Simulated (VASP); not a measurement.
**SnS2: single point with r2SCAN**

System: SnS2, a slab with vacuum.

```xyz
6
Lattice="3.6719 0.0000 0.0000 -1.8359 3.1799 0.0000 0.0000 0.0000 43.5328" Properties=species:S:1:pos:R:3 pbc="T T T"
S     1.8359    1.0600   17.1702
S     0.0000    2.1200   20.0940
S     1.8359    1.0600   23.4387
S     0.0000    2.1200   26.3625
Sn    0.0000    0.0000   18.6319
Sn    0.0000    0.0000   24.9009
```

* Program: VASP 6.6.1
* Task: single point
* Functional: r2SCAN
* Potentials or basis: VASP PAW PBE potentials, release 64 (S, Sn_d)
* Cutoff: 440 eV
* k mesh: 9 × 9 × 1
* Occupations: gaussian, width 0.02 eV
* Spin: no spin polarisation

- Largest force: 0.006 eV/Å
- Band gap on the k mesh: 2.00 eV (least direct gap 2.20 eV)

Forces in eV/Å, atoms in the order of the input:
```
S    0.000  0.000 -0.003
S    0.000  0.000  0.002
S    0.000  0.000 -0.002
S    0.000  0.000  0.003
Sn   0.000  0.000  0.006
Sn   0.000  0.000 -0.006
```

Levels at points of the mesh, in eV from the valence-band top:
```csv
k point,band 24,band 25,band 26,band 27,band 28,band 29
"(0.00, 0.00, 0.00)",-0.14,-0.11,-0.11,2.77,3.21,4.37
```

Run time: 31 min on 1 thread of Intel(R) Xeon(R) Platinum 8375C CPU @ 2.90GHz (Ice Lake) (shared host), peak memory 0.64 GiB.

Caveat: the PAW data sets were made with another functional, which shifts forces and pressure a little; spin-orbit coupling is left out, which moves the levels of the heavy elements.
